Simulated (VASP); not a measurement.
Set up this calculation in VASP 6.6.1, as the native input.

```
Task                   : single point
Functional             : PBE
Potentials or basis    : VASP PAW PBE potentials, release 64 (Ge_d, Sb, Te)
Cutoff                 : 520 eV
k mesh                 : 9 × 9 × 2
Occupations            : gaussian, width 0.01 eV
Spin                   : no spin polarisation
Dipole correction      : no
Further INCAR settings : ALGO = Normal; EDIFF = 1e-06; NBANDS = 44
```

The structure of Ge2Sb2Te5 lies in POSCAR:

```
Ge2Sb2Te5
1.0
    4.2639992940      0.0000000000      0.0000000000
   -2.1319996470      3.6927317103      0.0000000000
    0.0000000000      0.0000000000     18.0865499662
Ge Sb Te
2 2 5
Direct
    0.0000000000      0.0000000000      0.3314713560
    0.0000000000      0.0000000000      0.6685286440
    0.3333333333      0.6666666667      0.1121550832
    0.6666666667      0.3333333333      0.8878449168
    0.0000000000      0.0000000000      0.0000000000
    0.3333333333      0.6666666667      0.7913602895
    0.6666666667      0.3333333333      0.2086397105
    0.3333333333      0.6666666667      0.4097504733
    0.6666666667      0.3333333333      0.5902495267
```

These files were run (other wordings do the same):

INCAR

```
  ALGO = Normal
  EDIFF = 1E-6
  ENCUT = 520
  GGA = PE
  ISIF = 2
  ISMEAR = 0
  LASPH = True
  LCHARG = True
  LELF = True
  LREAL = False
  LVHAR = True
  LWAVE = False
  NBANDS = 44
  NELM = 60
  PREC = Accurate
  SIGMA = 0.01
```

KPOINTS

```
k-points
0
Gamma
  9 9 2
```

Potentials or basis: VASP PAW PBE potentials, release 64 (Ge_d, Sb, Te).

The run is started by

```console
$ cat potpaw_PBE.64/Ge_d/POTCAR potpaw_PBE.64/Sb/POTCAR potpaw_PBE.64/Te/POTCAR > POTCAR
$ mpirun -np 1 vasp_std > vasp.out
```

It gave:

* Pressure: 0.0 GPa
* Largest force: 0.020 eV/Å
* Band gap on the k mesh: 0.17 eV (least direct gap 0.25 eV)

Caveat: spin-orbit coupling is left out, which moves the levels of the heavy elements; an odd mesh through Γ misses points on the zone boundary, where band edges can lie; this functional lacks dispersion, which binds the layers, so the pressure and a relaxed spacing across them are unreliable.

Wall time 10 min on 1 thread of Intel Xeon 8259CL, with other jobs on the host, peak memory 0.55 GiB.
